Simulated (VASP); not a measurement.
Write the native input for VASP 6.6.1 that does the following.

* Task: single point
* Functional: PBE
* Dispersion: D3(BJ)
* Potentials or basis: VASP PAW PBE potentials, release 64 (B, N)
* Cutoff: 520 eV
* k mesh: 15 × 15 × 1
* Occupations: gaussian, width 0.05 eV
* Spin: no spin polarisation
* Dipole correction: yes
* Further INCAR settings: ALGO = Normal; EDIFF = 1e-06; NBANDS = 11

The structure of BN lies in POSCAR:

```
BN
1.0
    2.5099983700      0.0000000000      0.0000000000
   -1.2549991900      2.1737223500      0.0000000000
    0.0000000000      0.0000000000     17.0000000000
B N
1 1
Direct
    0.0000000000      0.0000000000      0.5000000000
    0.6666666700      0.3333333300      0.5000000000
```

These files were run (other wordings do the same):

INCAR

```
SYSTEM = BN
PREC     = Accurate       ! precision mode
ENCUT    = 520            ! plane-wave cutoff, eV
EDIFF    = 1E-6           ! SCF threshold, eV
ISMEAR   = 0              ! smearing method
SIGMA    = 0.05           ! smearing width, eV
LREAL    = .FALSE.        ! projectors in reciprocal space
LASPH    = .TRUE.         ! aspherical terms in the spheres
NELM     = 100            ! most SCF steps
ALGO     = Normal         ! electronic algorithm
ISIF     = 2              ! what is computed and relaxed
LWAVE    = .FALSE.        ! write WAVECAR
LCHARG   = .FALSE.        ! write CHGCAR
LDIPOL   = .TRUE.       
IDIPOL   = 3            
DIPOL    = 0.5 0.5 0.500
GGA      = PE             ! functional
IVDW     = 12             ! dispersion correction
NBANDS   = 11             ! bands
```

KPOINTS

```
Automatic mesh
0
G
  15 15 1
  0 0 0
```

Potentials or basis: VASP PAW PBE potentials, release 64 (B, N).

The run is started by

```bash
$ cat potpaw_PBE.64/B/POTCAR potpaw_PBE.64/N/POTCAR > POTCAR
$ mpirun -np 1 vasp_std > vasp.out
```

It gave:

| Property | Result |
| --- | --- |
| Band gap on the k mesh | 4.67 eV |
| Dispersion energy per atom | -0.077 eV |

It took 47 s on 1 thread of Intel Xeon 8259CL, on a shared host, peak memory 0.22 GiB.
